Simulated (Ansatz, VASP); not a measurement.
**Ti: VASP beside Ansatz**

INCAR

```
SYSTEM = Ti
  PREC = Accurate
  ENCUT = 600
  EDIFF = 1E-6
  ISMEAR = 0
  SIGMA = 0.1
  LREAL = .FALSE.
  LASPH = .TRUE.
  NELM = 100
  ALGO = Fast
  ISIF = 3
  LWAVE = .FALSE.
  LCHARG = .FALSE.
  GGA = PE
  IBRION = 2
  NSW = 100
  EDIFFG = -0.002
```

The input KPOINTS:

```
regular mesh
0
G
  15 15 8
  0 0 0
```

POSCAR

```
Ti
1.0
    2.9357319200      0.0000000000      0.0000000000
   -1.4678659600      2.5424184200      0.0000000000
    0.0000000000      0.0000000000      4.6408561500
Ti
2
Direct
    0.3333333300      0.6666666700      0.2500000000
    0.6666666700      0.3333333300      0.7500000000
```

Input for Ansatz:

```yaml
crystal:
  lattice:
    - [2.93573192, 0.0, 0.0]
    - [-1.46786596, 2.54241842, 0.0]
    - [0.0, 0.0, 4.64085615]
  atoms:
    - { symbol: Ti, position: [0.33333333, 0.66666667, 0.25] }
    - { symbol: Ti, position: [0.66666667, 0.33333333, 0.75] }
basis:
  ecutwfc: 420
kpoints:
  mp_grid: { grid: [15, 15, 8] }
hamiltonian:
  xc: pbe
  pseudopotentials: { kind: paw, azcp: { folder: soft_1 } }
scf:
  occupations: { method: gaussian, width: 0.1 }
output:
  forces: true
  stress: true
  eigenvalues: true
relax:
  adjacent_minimum: "off"
  f_tol: 0.002
  max_steps: 80
  cell: { stress_tol: 0.02 }
```

Alike in both runs: task relaxation of cell and atoms; functional PBE; k mesh 15 × 15 × 8; occupations gaussian, width 0.1 eV; no spin polarisation.

|  | VASP | Ansatz |
| --- | --- | --- |
| version | VASP 6.6.1 | Ansatz 0.2.0 |
| potentials or method | VASP PAW PBE potentials, release 64 (Ti_sv), cutoff 600 eV | scalar-relativistic, plane waves, PAW |
| valence electrons in the cell | 24 | 24 |

Ansatz gave:

| Property | Result |
| --- | --- |
| gap on the k mesh at the Fermi level, each at its own relaxed structure (eV) | none |
| relaxed volume (Å³/atom) | 17.39 |
| relaxed length of the cell vector where the two differ most in proportion (Å) | 2.939 |

Q: Which values does VASP return?

A: gap on the k mesh at the Fermi level, each at its own relaxed structure (eV): none; relaxed volume (Å³/atom): 17.35; relaxed length of the cell vector where the two differ most in proportion (Å): 2.937.

A gap of «none» marks a metal or a gap that the smearing closes.
